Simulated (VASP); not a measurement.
**Hf: single point with LDA**

System: Hf, a slab with vacuum.

```
Hf
1.0
     3.11737    0.00000    0.00000
    -1.55869    2.69972    0.00000
     0.00000    0.00000   23.42440
Hf
4
Cartesian
  2.3380 0.4500 8.1002
  -0.7793 2.2498 10.4188
  2.3380 0.4500 13.0056
  -0.7793 2.2498 15.3242
```

- Program: VASP 6.6.1
- Task: single point
- Functional: LDA
- Potentials or basis: VASP PAW LDA potentials, release 64 (Hf_pv)
- Cutoff: 520 eV
- k mesh: 15 × 15 × 1
- Occupations: fermi-dirac, width 0.1 eV
- Spin: no spin polarisation
- Dipole correction: yes
- Further INCAR settings: ALGO = Normal; EDIFF = 1e-06; NBANDS = 28

* Largest force: 0.020 eV/Å
* Band gap on the k mesh: zero (bands 20 and 21 overlap by 1.69 eV)

Forces on the atoms (eV/Å):
```
Hf   0.000  0.000  0.005
Hf   0.000  0.000 -0.020
Hf   0.000  0.000  0.020
Hf   0.000  0.000 -0.005
```

Levels at points of the mesh, in eV from the Fermi level:
| k point | band 18 | band 19 | band 20 | band 21 | band 22 | band 23 |
| --- | --- | --- | --- | --- | --- | --- |
| (0.00, 0.00, 0.00) | -0.04 | 0.64 | 0.97 | 0.97 | 1.06 | 1.06 |

Wall time 3.3 min on 1 thread of Intel(R) Xeon(R) Platinum 8488C (Sapphire Rapids), with other jobs on the host, peak memory 0.31 GiB.

Caveat: spin-orbit coupling is left out, which moves the levels of the heavy elements.
